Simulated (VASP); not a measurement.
Write the native input for VASP 6.6.1 that does the following.

```yaml
Task: single point
Functional: PBE
Potentials_or_basis: VASP PAW PBE potentials, release 64 (Na_pv, Cl, H)
Cutoff: 520 eV
k_mesh: 2 × 2 × 1
Occupations: fermi-dirac, width 0.02 eV
Spin: collinear spin
Starting_moments: "[0.0, 0.0, 0.0, 0.0, 0.0, 0.0, 0.0, 0.0, 0.0, 0.0, 0.0, 0.0, 0.0, 0.0, 0.0, 0.0, 1.0] μB"
Dipole_correction: no
Further_INCAR_settings: LREAL = Auto; ALGO = Normal; EDIFF = 1e-06; NBANDS = 74
```

The structure of Na8HCl8 lies in POSCAR:

```
Na8HCl8
1.0
    8.0801091967     -0.0000002887      0.0000000000
    4.0400548483      6.9975796853      0.0000000000
    0.0000000000      0.0000000000     16.9480360000
Na Cl H
8 8 1
Direct
   -0.0000000033      0.0000000067      0.0590038900
   -0.0000000033      0.4999999967      0.0590038900
    0.5000000000      0.0000000000      0.0590038900
    0.5000000067      0.4999999967      0.0590038900
    0.6635182292      0.6729635415      0.2520197959
    0.6635182292      0.1635182292      0.2520197959
    0.1666666667      0.6666666667      0.3662468906
    0.1729635415      0.1635182292      0.2520197959
    0.3345887919      0.8345887919      0.1280407796
    0.3345887919      0.3308224162      0.1280407796
    0.8308224162      0.8345887919      0.1280407796
    0.8333333333      0.3333333333      0.1402508499
   -0.0329065580      0.4670934420      0.3489642385
   -0.0329065580      0.0658131161      0.3489642385
    0.5658131161      0.4670934420      0.3489642385
    0.5000000000      0.0000000000      0.3218218874
    0.8333333333      0.3333333333      0.3552766414
```

The input as run:

INCAR

```
SYSTEM = Na8HCl8
PREC = Accurate
ENCUT = 520
EDIFF = 1E-6
ISMEAR = -1
SIGMA = 0.02
LREAL = Auto
LASPH = .TRUE.
NELM = 150
ALGO = Normal
ISIF = 2
LWAVE = .FALSE.
LCHARG = .FALSE.
ISPIN = 2
MAGMOM = 0 0 0 0 0 0 0 0 0 0 0 0 0 0 0 0 1
LORBIT = 11
GGA = PE
NBANDS = 74
```

KPOINTS

```
Automatic mesh
0
G
  2 2 1
  0 0 0
```

Potentials or basis: VASP PAW PBE potentials, release 64 (Na_pv, Cl, H).

Run with:

```console
$ cat potpaw_PBE.64/Na_pv/POTCAR potpaw_PBE.64/Cl/POTCAR potpaw_PBE.64/H/POTCAR > POTCAR
$ mpirun -np 1 vasp_std > vasp.out
```

It gave:

The largest force is 0.158 eV/Å, the net moment is -0.50 μB per cell and the valence electrons inside the program's atomic spheres are Na 6.04, 6.03, 5.99 (each value once); Cl 5.17, 5.16, 5.14 (each value once); H 0.35.

Caveat: the k points lie up to 0.45 Å⁻¹ apart.

Run time: 12 min on 1 thread of AMD EPYC 7R43 64-Core Processor (Zen 3), on a shared host, peak memory 1.2 GiB.
